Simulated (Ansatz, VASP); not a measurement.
# Na in VASP and in Ansatz

```
CELL_PARAMETERS angstrom
3.68877 0.03689 0.00000
-1.81244 3.17613 0.00000
0.00000 0.00000 6.26919
ATOMIC_POSITIONS crystal
Na 0.33333 0.66667 0.25000
Na 0.66667 0.33333 0.75000
```

Change from the starting cell: xy shear strain of +2 %.

Alike in both runs: task single point; functional PBE; k mesh 10 × 10 × 6; occupations fermi-dirac, width 0.05 eV; no spin polarisation.

```csv
,VASP,Ansatz
version,VASP 6.6.1,Ansatz 0.2.0
potentials or method,"VASP PAW PBE potentials, release 64 (Na_pv), cutoff 520 eV","all-electron LAPW, scalar-relativistic"
```

```csv
,VASP,Ansatz,Ansatz less VASP
pressure (GPa),0.0,0.0,+0.01
"traceless stress, the component that is largest in VASP (GPa)",-0.39,-0.39,+0.003
rms of the force components (eV/Å),0.004,0.004,0.0000
```

Atom by atom the forces differ by 0.000 eV/Å (rms over components). Ansatz ran all-electron here, and VASP with PAW potentials.
